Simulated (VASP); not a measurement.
Input of a VASP 6.6.1 run:

File INCAR:

```
PREC = Accurate
ENCUT = 520
EDIFF = 1E-6
ISMEAR = 0
SIGMA = 0.2
LREAL = False
LASPH = True
NELM = 80
ALGO = Normal
ISIF = 2
LWAVE = False
LCHARG = False
GGA = PE
NBANDS = 28
```

The input KPOINTS:

```
Automatic mesh
0
Gamma
  5 5 2
```

POSCAR

```
Si6Ru
1.0
    3.9476860112      0.0000000000      0.0000000000
   -1.9738430056      3.4187963719      0.0000000000
    0.0000000000      0.0000000000     10.0956802249
Si Ru
6 1
Direct
    0.3333333333      0.6666666667      0.0697545124
    0.6666666667      0.3333333333      0.9302454876
    0.3333333333      0.6666666667      0.3081086844
    0.0000000000      0.0000000000      0.3822723110
    0.6666666667      0.3333333333      0.6918913156
    0.0000000000      0.0000000000      0.6177276890
    0.0000000000      0.0000000000      0.0000000000
```

Potentials or basis: VASP PAW PBE potentials, release 64 (Si, Ru_pv).

Command:

```bash
$ cat potpaw_PBE.64/Si/POTCAR potpaw_PBE.64/Ru_pv/POTCAR > POTCAR
$ mpirun -np 1 vasp_std > vasp.out
```

Q: What does it give for the band gap on the k mesh?

A: Zero (band 19 reaches 7.30 eV, above the bottom of band 20 at 5.76 eV).

Q: Estimate the pressure.

A: -0.3 GPa.

Q: What does it give for the largest force?

A: 0.041 eV/Å.

Forces in eV/Å, atoms in the order of the input:
```
Si   0.000  0.000  0.041
Si   0.000  0.000 -0.041
Si   0.000  0.000  0.041
Si   0.000  0.000 -0.006
Si   0.000  0.000 -0.041
Si   0.000  0.000  0.006
Ru   0.000  0.000  0.000
```

Caveat: the k points lie up to 0.37 Å⁻¹ apart.
